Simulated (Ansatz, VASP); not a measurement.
# Mg3CdSe4: VASP beside Ansatz

```xyz
8
Lattice="5.7288 0.0000 0.0000 0.0000 5.7288 0.0000 0.0000 0.0000 5.7288" Properties=species:S:1:pos:R:3 pbc="T T T"
Mg    0.0000    2.8644    2.8644
Mg    2.8644    0.0000    2.8644
Mg    2.8644    2.8644    0.0000
Cd    0.0000    0.0000    0.0000
Se    1.4322    1.4322    4.2966
Se    1.4322    4.2966    1.4322
Se    4.2966    1.4322    1.4322
Se    4.2966    4.2966    4.2966
```

Alike in both runs: task single point; functional PBE; k mesh 4 × 4 × 4; occupations gaussian, width 0.1 eV; no spin polarisation.

|  | VASP | Ansatz |
| --- | --- | --- |
| version | VASP 6.6.1 | Ansatz 0.2.0 |
| potentials or method | VASP PAW PBE potentials, release 64 (Mg, Cd, Se), cutoff 520 eV | scalar-relativistic, plane waves, PAW |
| valence electrons in the cell | 42 | 114 |

```tsv
	VASP	Ansatz	Ansatz less VASP
gap on the k mesh at the Fermi level (eV)	2.53	2.53	-0.001
least direct gap on the mesh (eV)	2.53	2.53	-0.001
pressure (GPa)	10.7	10.6	-0.17
```

VASP's potentials hold 42 valence electrons a cell and Ansatz's 114, so a difference there can come from the potentials and not from the codes.
